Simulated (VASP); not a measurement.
# In2SbN (P-6m2) in VASP: a series of runs

The runs below take In2SbN through relaxation of cell and atoms, single point, with PBE.

All numbers are computed with VASP 6.6.1; they aren't measurements. Logs are shortened: lines on timing, memory, paths and dates and some standing lists are left out, and cuts for length are marked.

## Step 1: The cell of the first run

It takes space group P-6m2 (No. 187, hexagonal). Conventional cell: a = 4.067 Å, b = 4.067 Å, c = 5.336 Å, α = 90.00°, β = 90.00°, γ = 120.00°. Within 3.5 Å of In (site symmetry 3m) lie 2 In at 2.63 to 2.70 Å and 3 Sb at 2.69 Å and 3 N at 2.71 Å. Within 3.6 Å of Sb (site symmetry -6m2) lie 6 In at 2.69 Å and 6 N at 3.55 Å. N (site symmetry -6m2) has 6 In at 2.71 Å and 6 Sb at 3.55 Å within 3.6 Å.

The cell was built from a structure type or drawn by symmetry, and may not be a known phase.

## Step 2: Relaxation of cell and atoms, PBE

Input file INCAR:

```
SYSTEM = In2SbN
ALGO     = Normal         ! electronic algorithm
EDIFF    = 1E-6           ! SCF threshold, eV
EDIFFG   = -0.04          ! ionic threshold
ENCUT    = 600            ! plane-wave cutoff, eV
GGA      = PE             ! functional
IBRION   = 2              ! ionic algorithm
ISIF     = 3              ! what is computed and relaxed
ISMEAR   = 0              ! smearing method
LASPH    = .True.         ! aspherical terms in the spheres
LCHARG   = .False.        ! write CHGCAR
LREAL    = .False.        ! projectors in reciprocal space
LWAVE    = .False.        ! write WAVECAR
NELM     = 60             ! most SCF steps
NSW      = 90             ! ionic steps
PREC     = Accurate       ! precision mode
SIGMA    = 0.1            ! smearing width, eV
```

Input file KPOINTS:

```
k-points
0
Gamma
  6 6 4
  0 0 0
```

Input file POSCAR:

```
In2SbN
1.0
    4.0665597200      0.0000000000      0.0000000000
   -2.0332798600      3.5217440200      0.0000000000
    0.0000000000      0.0000000000      5.3359266000
In Sb N
2 1 1
Direct
    0.0000000000      0.0000000000      0.7468175900
    0.0000000000      0.0000000000      0.2531824100
    0.6666666700      0.3333333300      0.5000000000
    0.3333333300      0.6666666700      0.0000000000
```

Potentials or basis: VASP PAW PBE potentials, release 64 (In_d, Sb, N).

Command:

```
cat potpaw_PBE.64/In_d/POTCAR potpaw_PBE.64/Sb/POTCAR potpaw_PBE.64/N/POTCAR > POTCAR
mpirun -np 1 vasp_std > vasp.out
```

OUTCAR:

```text
SYSTEM = In2SbN
   EDIFF = 1E-6
   EDIFFG = -0.04
   ENCUT = 600
   GGA = PE
   IBRION = 2
   ISIF = 3
   ISMEAR = 0
   LASPH = .True.
   LREAL = .False.
   NELM = 60
   NSW = 90
   PREC = Accurate

 ion  position               nearest neighbor table
   1  0.000  0.000  0.747-   2 2.63   3 2.69   3 2.69   3 2.69   2 2.70   4 2.71   4 2.71   4 2.71

   2  0.000  0.000  0.253-   1 2.63   3 2.69   3 2.69   3 2.69   1 2.70   4 2.71   4 2.71   4 2.71

   3  0.667  0.333  0.500-   1 2.69   2 2.69   1 2.69   2 2.69   1 2.69   2 2.69
   4  0.333  0.667  0.000-   1 2.71   2 2.71   1 2.71   2 2.71   1 2.71   2 2.71

  LATTYP: Found a hexagonal cell.
 ALAT       =     4.0665597200
 C/A-ratio  =     1.3121476057

  Lattice vectors:

 A1 = (   4.0665597200,   0.0000000000,   0.0000000000)
 A2 = (  -2.0332798600,   3.5217440200,   0.0000000000)
 A3 = (   0.0000000000,   0.0000000000,   5.3359266000)

Analysis of symmetry for initial positions (statically):
=====================================================================
 Subroutine PRICEL returns:
 Original cell was already a primitive cell.

 Routine SETGRP: Setting up the symmetry group for a
 hexagonal supercell.

 Subroutine GETGRP returns: Found 12 space group operations
 (whereof 12 operations were pure point group operations)
 out of a pool of 24 trial point group operations.

The static configuration has the point symmetry D_3h.

Analysis of symmetry for dynamics (positions and initial velocities):
=====================================================================
 Subroutine PRICEL returns:
 Original cell was already a primitive cell.

 Routine SETGRP: Setting up the symmetry group for a
 hexagonal supercell.

 Subroutine GETGRP returns: Found 12 space group operations
 (whereof 12 operations were pure point group operations)
 out of a pool of 24 trial point group operations.

The dynamic configuration has the point symmetry D_3h.

 Subroutine INISYM returns: Found 12 space group operations
 (whereof 12 operations are pure point group operations),
 and found     1 'primitive' translations

----------------------------------------------------------------------------------------

                                     Primitive cell

  volume of cell :      76.4178

  direct lattice vectors                    reciprocal lattice vectors
     4.066559720  0.000000000  0.000000000     0.245908106  0.141975112  0.000000000
    -2.033279860  3.521744020  0.000000000     0.000000000  0.283950223  0.000000000
     0.000000000  0.000000000  5.335926600     0.000000000  0.000000000  0.187408875

  length of vectors
     4.066559720  4.066559717  5.335926600     0.283950223  0.283950223  0.187408875

  position of ions in fractional coordinates (direct lattice)
     0.000000000  0.000000000  0.746817590
     0.000000000  0.000000000  0.253182410
     0.666666670  0.333333330  0.500000000
     0.333333330  0.666666670  0.000000000

  ion indices of the primitive-cell ions
   primitive index   ion index
                 1           1
                 2           2
                 3           3
                 4           4

----------------------------------------------------------------------------------------

 KPOINTS: k-points

Automatic generation of k-mesh.
 Grid dimensions read from file:
 generate k-points for:    6    6    4

 Generating k-lattice:

  Cartesian coordinates                     Fractional coordinates (reciprocal lattice)
     0.040984684  0.023662519  0.000000000     0.166666667  0.000000000  0.000000000
     0.000000000  0.047325037  0.000000000     0.000000000  0.166666667  0.000000000
     0.000000000  0.000000000  0.046852219     0.000000000  0.000000000  0.250000000

  Length of vectors
     0.047325037  0.047325037  0.046852219

  Shift w.r.t. Gamma in fractional coordinates (k-lattice)
     0.000000000  0.000000000  0.000000000

 Subroutine IBZKPT returns following result:
 ===========================================

 Found     21 irreducible k-points:

 Following reciprocal coordinates:
            Coordinates               Weight
  0.000000  0.000000  0.000000      1.000000
  0.166667 -0.000000  0.000000      6.000000
  0.333333 -0.000000  0.000000      6.000000
  0.500000  0.000000  0.000000      3.000000
  0.166667  0.166667  0.000000      6.000000
  0.333333  0.166667  0.000000     12.000000
[... 13 lines left out ...]
  0.333333  0.166667  0.500000     12.000000
  0.333333  0.333333  0.500000      2.000000
   k-points           NKPTS =     21   k-points in BZ     NKDIM =     21   number of bands    NBANDS=     22
   number of dos      NEDOS =    301   number of ions     NIONS =      4
   total plane-waves  NPLWV =  49152
   dimension x,y,z NGX =    32 NGY =   32 NGZ =   48
   dimension x,y,z NGXF=    64 NGYF=   64 NGZF=   96
   ions per type =               2   1   1
   NGX,Y,Z   is equivalent  to a cutoff of  13.08, 13.08, 14.95 a.u.
   NGXF,Y,Z  is equivalent  to a cutoff of  26.16, 26.16, 29.91 a.u.
 SYSTEM =  In2SbN
   PREC   = accura    normal or accurate (medium, high low for compatibility)
   ISTART =      0    job   : 0-new  1-cont  2-samecut
   ICHARG =      2    charge: 1-file 2-atom 10-const
   ISPIN  =      1    spin polarized calculation?
   LNONCOLLINEAR =      F non collinear calculations
   LSORBIT =      F    spin-orbit coupling
   LASPH  =      T    aspherical Exc in radial PAW
   ENCUT  =  600.0 eV  44.10 Ry    6.64 a.u.   8.12  8.12 10.66*2*pi/ulx,y,z
   NELM   =     60;   NELMIN=  2; NELMDL= -5     # of ELM steps
   EDIFF  = 0.1E-05   stopping-criterion for ELM
   LREAL  =      F    real-space projection
   EDIFFG = -.4E-01   stopping-criterion for IOM
   NSW    =     90    number of steps for IOM
   IBRION =      2    ionic relax: 0-MD 1-quasi-New 2-CG
   NFREE  =      1    steps in history (QN), initial steepest desc. (CG)
   ISIF   =      3    stress and relaxation
   ISYM   =      2    0-nonsym 1-usesym 2-fastsym
   POTIM  = 0.5000    time-step for ionic-motion
   TEBEG  =    0.0;   TEEND  =   0.0 temperature during run
   PSTRESS=    0.0 pullay stress
   NELECT =      36.0000    total number of electrons
   NUPDOWN=      -1.0000    fix difference up-down
   EMIN   =  10.00;   EMAX   =-10.00  energy-range for DOS
   EFERMI =   0.00;   METHOD = LEGACY
   ISMEAR =     0;   SIGMA  =   0.10  broadening in eV -4-tet -1-fermi 0-gaus
   EFERMI_NEDOS =   21; number of points for ismear=-14 and -15
   IALGO  =     38    algorithm
   IMIX   =      4    mixing-type and parameters
     AMIX     =   0.40;   BMIX     =  1.00
     AMIX_MAG =   1.60;   BMIX_MAG =  1.00
  volume/ion in A,a.u.               =      19.10       128.92
  Fermi-wavevector in a.u.,A,eV,Ry     =   1.273828  2.407186 22.077322  1.622637
  Thomas-Fermi vector in A             =   2.406630
   LORBIT       =      0    0 simple, 1 ext, 2 COOP (PROOUT), +10 PAW based schemes
   GGA     = PE    functional components
   LHFCALC =     F    Hartree Fock is set to
   AEXX    =    0.0000 exact exchange contribution
   IVDW    =     0    specifies the selected vdW correction
   LEPSILON=     F    determine dielectric tensor
   LRPA    =     F    only Hartree local field effects (RPA)
 conjugate gradient relaxation of ions
 non-spin polarized calculation
 Gauss-broadening in eV      SIGMA  =   0.10
  energy-cutoff  :      600.00
  volume of cell :       76.42
 maximum number of plane-waves:      2571
   NGX = 17   NGY = 17   NGZ = 21

--------------------------------------- Ionic step        1  -------------------------------------------

 number of electron      35.9999994 magnetization

 Free energy of the ion-electron system (eV)
  ---------------------------------------------------
  ext. energy  EPLUGINS =         0.00000000
  ---------------------------------------------------
  free energy    TOTEN  =       -12.21176942 eV

  energy without entropy =      -12.20268427  energy(sigma->0) =      -12.20722684

------------------------ aborting loop because EDIFF is reached ----------------------------------------

  FORCE on cell =-STRESS in cart. coord.  units (eV):
  Direction    XX          YY          ZZ          XY          YZ          ZX
  --------------------------------------------------------------------------------------
  -------------------------------------------------------------------------------------
  Total        7.2818399      7.2818399     16.4369562      0.0000000     -0.0000000      0.0000000
  in kB      152.6711298    152.6711295    344.6173938      0.0000000     -0.0000000      0.0000000
  external PRESSURE =     216.6532177 kB  Pullay stress =       0.0000000 kB
[... 95 lines left out ...]
  FREE ENERGIE OF THE ION-ELECTRON SYSTEM (eV)
  ---------------------------------------------------
  free  energy   TOTEN  =       -13.8999612084 eV

  energy  without entropy=      -13.8746110977  energy(sigma->0) =      -13.88728615

 E-fermi :   6.1139     XC(G=0):  -9.8921

 val. band max:        6.1020693014   @ k =   0.3333   0.3333   0.5000
 cond. band min:       6.1290098895   @ k =   0.1667  -0.0000   0.0000
 fundamental gap:      0.0269405882
 Fermi energy:         6.1138636948

 k-point     1 :       0.0000    0.0000    0.0000
  band No.  band energies     occupation
      1      -8.6468      2.00000
      2      -8.3951      2.00000
      3      -8.3951      2.00000
      4      -8.2427      2.00000
      5      -8.2427      2.00000
      6      -8.1979      2.00000
[... 499 lines left out ...]
      6      -8.2175      2.00000
[... 14 lines left out ...]
     21       9.3370      0.00000
     22      10.0153      0.00000

[... ionic steps 4 to 12 ...]

--------------------------------------- Ionic step       13  -------------------------------------------

 number of electron      36.0000003 magnetization

------------------------ aborting loop because EDIFF is reached ----------------------------------------

  FORCE on cell =-STRESS in cart. coord.  units (eV):
  Direction    XX          YY          ZZ          XY          YZ          ZX
  --------------------------------------------------------------------------------------
  -------------------------------------------------------------------------------------
  Total       -0.1038946     -0.1038946     -0.4182326      0.0000000      0.0000000     -0.0000000
  in kB       -2.0470036     -2.0470036     -8.2403121      0.0000000      0.0000000     -0.0000000
  external PRESSURE =      -4.1114398 kB  Pullay stress =       0.0000000 kB
[... 61 lines left out ...]
  energy  without entropy=      -15.7612197422  energy(sigma->0) =      -15.76416679

--------------------------------------- Ionic step       15  -------------------------------------------

 number of electron      36.0000002 magnetization

 Free energy of the ion-electron system (eV)
  ---------------------------------------------------
  ext. energy  EPLUGINS =         0.00000000
  ---------------------------------------------------
  free energy    TOTEN  =       -15.76785307 eV

  energy without entropy =      -15.76194958  energy(sigma->0) =      -15.76490132

 E-fermi :   8.3031     XC(G=0): -10.6935

 val. band max:        8.2562100892   @ k =   0.3333   0.1667   0.0000
 cond. band min:       8.5058023739   @ k =   0.3333   0.1667   0.5000
 fundamental gap:      0.2495922847
 Fermi energy:         8.3031129425

 k-point     1 :       0.0000    0.0000    0.0000
  band No.  band energies     occupation
      1      -6.6387      2.00000
      2      -6.4260      2.00000
      3      -6.2971      2.00000
      4      -6.2971      2.00000
      5      -6.2225      2.00000
      6      -6.2225      2.00000
[... 545 lines left out ...]
  FREE ENERGIE OF THE ION-ELECTRON SYSTEM (eV)
  ---------------------------------------------------
  free  energy   TOTEN  =       -15.7678530686 eV

  energy  without entropy=      -15.7619495795  energy(sigma->0) =      -15.76490132

 reached required accuracy - stopping structural energy minimisation
```

Wall time 4.3 min (1 thread of Intel Xeon 6975P-C (Granite Rapids), shared host); peak memory 0.25 GiB.

Results:

```
Free energy                           : -15.7679 eV
Relaxed volume                        : 20.20 Å³/atom
Relaxed cell                          : a = 3.422 Å, b = 3.422 Å, c = 7.968 Å, α = 90.00°, β = 90.00°, γ = 120.00°
Space group after relaxing (to 0.1 Å) : P-6m2 (No. 187)
Energy gained by relaxing             : 889.0 meV/atom
Ionic steps                           : 15
Pressure after relaxing               : 0.2 GPa
Largest force after relaxing          : 0.030 eV/Å
Band gap on the k mesh                : zero (bands 18 and 19 overlap by 4.48 eV)
```

Forces on the atoms (eV/Å):
```
In   0.000  0.000 -0.030
In   0.000  0.000  0.030
Sb   0.000  0.000  0.000
N    0.000  0.000  0.000
```

The path:
```
step  energy change (eV)  largest force (eV/Å)  pressure (GPa)  volume (Å³)
   1              0.0000                4.3181           21.67        76.42
   2             -1.4267                0.6247           -6.74       108.36
   3             -1.6882                0.0253           -2.10        95.78
   4             -2.1595                0.7362           -2.82        93.69
   5             -2.9016                2.4113           -1.48        84.83
   6             -3.1464                2.0260           -0.53        82.18
   7             -3.3108                1.7381            1.03        79.27
   8             -3.2450                0.0344            9.43        73.10
   9             -3.4155                1.2617            3.00        77.15
  10             -3.4166                0.9199            4.49        75.96
  11             -3.4211                1.0456            3.93        76.38
  12             -3.5477                0.3022            0.51        80.06
  13             -3.5554                0.0611           -0.41        81.32
  14             -3.5553                0.0811           -0.34        81.22
  15             -3.5561                0.0296            0.20        80.81
```

Final structure:
```yaml
crystal:
  lattice:
    - [3.42203, 0.00000, 0.00000]
    - [-1.71101, 2.96356, 0.00000]
    - [0.00000, 0.00000, 7.96795]
  atoms:
    - { symbol: In, position: [0.00000, 0.00000, 0.82092] }
    - { symbol: In, position: [0.00000, 0.00000, 0.17908] }
    - { symbol: Sb, position: [0.66667, 0.33333, 0.50000] }
    - { symbol: N, position: [0.33333, 0.66667, 0.00000] }
```

Levels at points of the mesh, in eV from the Fermi level:
| k point | band 16 | band 17 | band 18 | band 19 | band 20 | band 21 |
| --- | --- | --- | --- | --- | --- | --- |
| (0.00, 0.00, 0.00) | -1.28 | -1.28 | 2.48 | 3.59 | 3.86 | 3.86 |
| (0.50, 0.00, 0.00) | -3.49 | -2.20 | 0.30 | 0.51 | 1.31 | 1.75 |
| (0.00, 0.00, 0.50) | -1.28 | -0.54 | 0.33 | 3.87 | 3.87 | 5.58 |
| (0.50, 0.00, 0.50) | -2.17 | -2.17 | -1.42 | -0.84 | 1.17 | 3.40 |

Caveat: a cell axis changed by over 15 % at a fixed basis, so the end point is rough; spin-orbit coupling is left out, which moves the levels of the heavy elements.

## Step 3: Single point, PBE

This run uses another cell than the first one, of 20.77 Å³/atom.

Input file INCAR:

```
PREC = Accurate ; ENCUT = 520
EDIFF = 1E-6 ; ISMEAR = 0
SIGMA = 0.1 ; LREAL = F
LASPH = T ; NELM = 60
ALGO = Normal ; ISIF = 2
LWAVE = F ; LCHARG = F
GGA = PE ; NBANDS = 26
```

Input file KPOINTS:

```
Automatic mesh
0
Gamma
  18 18 6
```

Input file POSCAR:

```
In2SbN
1.0
    3.3612454451      0.0000000000      0.0000000000
   -1.6806227226      2.9109239438      0.0000000000
    0.0000000000      0.0000000000      8.4923641738
In Sb N
2 1 1
Direct
    0.0000000000      0.0000000000      0.8292292771
    0.0000000000      0.0000000000      0.1707707229
    0.6666666667      0.3333333333      0.5000000000
    0.3333333333      0.6666666667      0.0000000000
```

Potentials or basis: VASP PAW PBE potentials, release 64 (In_d, Sb, N).

Command:

```
cat potpaw_PBE.64/In_d/POTCAR potpaw_PBE.64/Sb/POTCAR potpaw_PBE.64/N/POTCAR > POTCAR
mpirun -np 1 vasp_std > vasp.out
```

Run time: 2.8 min. Hardware: 1 thread of Intel Xeon 6975P-C (Granite Rapids), shared host; peak memory 0.44 GiB.

The run converged. Its results:

```
Free energy            : -15.9316 eV
Pressure               : 0.0 GPa
Largest force          : 0.013 eV/Å
Band gap on the k mesh : zero (bands 18 and 19 overlap by 4.13 eV)
```

Forces on the atoms (eV/Å):
```
In   0.000  0.000 -0.013
In   0.000  0.000  0.013
Sb   0.000  0.000  0.000
N    0.000  0.000  0.000
```

Levels at points of the mesh, in eV from the Fermi level:
```tsv
k point	band 15	band 16	band 17	band 18	band 19	band 20	band 21	band 22
(0.00, 0.00, 0.00)	-3.27	-0.96	-0.96	2.36	2.64	4.48	4.48	8.55
(0.50, 0.00, 0.00)	-4.04	-3.07	-1.88	0.27	0.31	1.37	1.72	2.79
(0.00, 0.00, 0.50)	-0.96	-0.96	-0.79	-0.22	4.48	4.48	4.66	7.47
(0.50, 0.00, 0.50)	-3.47	-1.86	-1.85	-1.18	-1.18	1.64	3.04	3.42
```

Caveat: spin-orbit coupling is left out, which moves the levels of the heavy elements.
